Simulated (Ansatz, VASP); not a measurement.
# LaPt3: VASP beside Ansatz

```
La Pt
1.0
     4.21443    0.00000    0.00000
     0.00000    4.21443    0.00000
     0.00000    0.00000    4.21443
La Pt
1 3
Direct
  0.00000 0.00000 0.00000
  0.00000 0.50000 0.50000
  0.50000 0.50000 0.00000
  0.50000 0.00000 0.50000
```

Alike in both runs: task single point; functional LDA; k mesh 10 × 10 × 10; occupations fermi-dirac, width 0.08 eV; no spin polarisation.

|  | VASP | Ansatz |
| --- | --- | --- |
| version | VASP 6.6.1 | Ansatz 0.2.0 |
| potentials or method | VASP PAW LDA potentials, release 64 (La, Pt), cutoff 500 eV | all-electron LAPW, scalar-relativistic |

|  | VASP | Ansatz | Ansatz less VASP |
| --- | --- | --- | --- |
| pressure (GPa) | -8.4 | -8.7 | -0.25 |

LDA's correlation is that of Perdew and Zunger in VASP and of Perdew and Wang (1992) in Ansatz. Ansatz ran all-electron here, and VASP with PAW potentials.

Neither program's run includes spin-orbit coupling.
